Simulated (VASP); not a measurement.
Set up this calculation in VASP 6.6.1, as the native input.

* Task: single point
* Functional: PBE
* Potentials or basis: VASP PAW PBE potentials, release 64 (Co, O)
* Cutoff: 520 eV
* k mesh: 12 × 12 × 8
* Occupations: gaussian, width 0.01 eV
* Spin: collinear spin, antiferromagnetic start
* Starting moments: [-2.31, 2.31, 0.18, -0.18] μB
* Dipole correction: no
* Further INCAR settings: ALGO = Normal; EDIFF = 1e-06; NBANDS = 27

The structure of CoO lies in POSCAR:

```
CoO
1.0
    3.1357125005      0.0000000000      0.0000000000
   -1.5678562502      2.7156066844      0.0000000000
    0.0000000000      0.0000000000      5.3272934904
Co O
2 2
Direct
    0.0000000000      0.0000000000      0.0087621452
    0.3333333333      0.6666666667      0.5087624610
    0.0000000000      0.0000000000      0.3662380951
    0.3333333333      0.6666666667      0.8662382986
```

The input as run:

INCAR

```
PREC = Accurate
ENCUT = 520
EDIFF = 1E-6
ISMEAR = 0
SIGMA = 0.01
LREAL = False
LASPH = True
NELM = 150
ALGO = Normal
ISIF = 2
LWAVE = False
LCHARG = True
ISPIN = 2
MAGMOM = -2.31 2.31 0.18 -0.18
LORBIT = 11
LMAXMIX = 4
GGA = PE
LELF = True
LVHAR = True
NBANDS = 27
```

KPOINTS

```
Automatic mesh
0
Gamma
  12 12 8
```

Potentials or basis: VASP PAW PBE potentials, release 64 (Co, O).

The run is started by

```console
$ cat potpaw_PBE.64/Co/POTCAR potpaw_PBE.64/O/POTCAR > POTCAR
$ mpirun -np 1 vasp_std > vasp.out
```

It gave:

```yaml
Pressure: 1.1 GPa
Largest_force: 0.006 eV/Å
Band_gap_on_the_k_mesh: 0.10 eV, indirect (least direct gap 0.21 eV)
Net_moment: 0.00 μB per cell
Site_moments: Co -2.26, +2.26; O +0.16, -0.16 μB
Valence_electrons_inside_the_program's_atomic_spheres: Co 8.02; O 5.00
```

Wall time 3.7 min on 1 thread of Oxide Virtual Turin-like Processor, on a shared host, peak memory 0.26 GiB.
